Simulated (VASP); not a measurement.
Input of a VASP 6.6.1 run:

Contents of INCAR:

```
  PREC = Accurate
  ENCUT = 600
  EDIFF = 1E-6
  ISMEAR = 0
  SIGMA = 0.02
  LREAL = F
  LASPH = T
  NELM = 80
  ALGO = Normal
  ISIF = 4
  LWAVE = F
  LCHARG = F
  GGA = PE
  IBRION = 2
  NSW = 50
  EDIFFG = -0.01
```

The input KPOINTS:

```
regular mesh
0
Gamma
  12 12 4
```

POSCAR

```
C
1.0
    2.4398964592      0.0000000000      0.0000000000
   -1.2199482296      2.1130123163      0.0000000000
    0.0000000000      0.0000000000      8.0488628731
C
8
Direct
    0.0000000000      0.0000000000      0.0929464659
    0.0000000000      0.0000000000      0.5929464659
    0.0000000000      0.0000000000      0.4070535341
    0.0000000000      0.0000000000      0.9070535341
    0.3333333333      0.6666666667      0.1556270874
    0.6666666667      0.3333333333      0.6556270874
    0.3333333333      0.6666666667      0.3443729126
    0.6666666667      0.3333333333      0.8443729126
```

Potentials or basis: VASP PAW PBE potentials, release 64 (C).

The run is started by

```bash
$ cat potpaw_PBE.64/C/POTCAR > POTCAR
$ mpirun -np 1 vasp_std > vasp.out
```

(1) Estimate the band gap on the k mesh.

## Answers

(1) 4.75 eV, indirect (least direct gap 5.48 eV).
